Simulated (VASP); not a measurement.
A run of VASP 6.6.1 is set up as follows.

Contents of POSCAR:

```
GaN
1.0
    0.0000000000      2.0206397493      2.0206397493
    2.0206397493      0.0000000000      2.0206397493
    2.0206397493      2.0206397493      0.0000000000
Ga N
1 1
Direct
    0.0000000000      0.0000000000      0.0000000000
    0.5000000000      0.5000000000      0.5000000000
```

INCAR.step1

```
PREC = Accurate
ENCUT = 520
ISMEAR = -1
SIGMA = 0.1
LREAL = False
LASPH = True
NELM = 60
NBANDS = 16
GGA = PE
ALGO = Normal
EDIFF = 1E-4
LWAVE = True
LCHARG = False
```

File INCAR.step2:

```
PREC = Accurate
ENCUT = 520
EDIFF = 1E-6
ISMEAR = -1
SIGMA = 0.1
LREAL = False
LASPH = True
NELM = 60
ALGO = Normal
ISIF = 2
LWAVE = False
LCHARG = False
METAGGA = R2SCAN
LMIXTAU = True
NBANDS = 16
ISTART = 1
```

KPOINTS

```
Automatic mesh
0
Gamma
  15 15 15
```

Potentials or basis: VASP PAW PBE potentials, release 64 (Ga_d, N).

The run is started by

```sh
$ cat potpaw_PBE.64/Ga_d/POTCAR potpaw_PBE.64/N/POTCAR > POTCAR
$ cp INCAR.step1 INCAR
$ mpirun -np 1 vasp_std > vasp.out
$ cp INCAR.step2 INCAR
$ mpirun -np 1 vasp_std > vasp.out
```

Problem. Estimate the pressure.

Solution. 43.5 GPa.

Problem. Estimate the band gap on the k mesh.

Solution. 2.16 eV (least direct gap 5.23 eV).

Caveat: the cell stands under pressure; the PAW data sets were made with another functional, which shifts forces and pressure a little; an odd mesh through Γ misses points on the zone boundary, where band edges can lie.
